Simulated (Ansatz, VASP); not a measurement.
**CuI in VASP and in Ansatz**

```xyz
2
Lattice="0.0000 3.0315 3.0315 3.0315 0.0000 3.0315 3.0315 3.0315 0.0000" Properties=species:S:1:pos:R:3 pbc="T T T"
Cu    4.5473    4.5473    4.5473
I     0.0000    0.0000    0.0000
```

Alike in both runs: task single point; functional PBE; k mesh 2 × 2 × 2; no spin polarisation.

|  | VASP | Ansatz |
| --- | --- | --- |
| version | VASP 6.6.1 | Ansatz 0.2.0 |
| potentials or method | VASP PAW PBE potentials, release 64 (Cu, I), cutoff 600 eV | plane waves, PAW |
| occupations | gaussian, width 0.01 eV | fixed |
| valence electrons in the cell | 18 | 36 |

Ansatz gave:

```
gap on the k mesh at the Fermi level (eV) : 1.18
```

Problem. Estimate VASP's values.

Solution. gap on the k mesh at the Fermi level (eV): 1.19.

VASP's potentials hold 18 valence electrons a cell and Ansatz's 36, so a difference there can come from the potentials and not from the codes.

The k mesh is coarse, so the values compare programs but aren't converged. Spin-orbit coupling is off throughout.
